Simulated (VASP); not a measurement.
A run of VASP 6.6.1 is set up as follows.

The input INCAR:

```
ALGO = Normal ; EDIFF = 1E-6
ENCUT = 520 ; GGA = PE
ISIF = 2 ; ISMEAR = 0
LASPH = True ; LCHARG = False
LREAL = False ; LWAVE = False
NBANDS = 28 ; NELM = 60
PREC = Accurate ; SIGMA = 0.1
```

The input KPOINTS:

```
k-points
0
Gamma
  6 6 6
```

Contents of POSCAR:

```
Zr2Al3N
1.0
    2.5784558700      1.4886721900      4.1325776900
   -2.5784558700      1.4886721900      4.1325776900
    0.0000000000     -2.9773443800      4.1325776900
Zr Al N
2 3 1
Direct
    0.6247839300      0.6247839300      0.6247839300
    0.3752160700      0.3752160700      0.3752160700
    0.0000000000      0.5000000000      0.0000000000
    0.5000000000      0.0000000000      0.0000000000
    0.0000000000      0.0000000000      0.5000000000
    0.0000000000      0.0000000000      0.0000000000
```

Potentials or basis: VASP PAW PBE potentials, release 64 (Zr_sv, Al, N).

Command:

```console
$ cat potpaw_PBE.64/Zr_sv/POTCAR potpaw_PBE.64/Al/POTCAR potpaw_PBE.64/N/POTCAR > POTCAR
$ mpirun -np 1 vasp_std > vasp.out
```

Q: Estimate the pressure.

A: 1.1 GPa.

Q: Estimate the band gap on the k mesh.

A: Zero (bands 19 and 20 overlap by 0.99 eV).

Q: Estimate the largest force.

A: 0.381 eV/Å.

Stress tensor (GPa, compression positive):
```
 5.28  0.00  0.00
 0.00  5.28  0.00
 0.00  0.00 -7.27
```
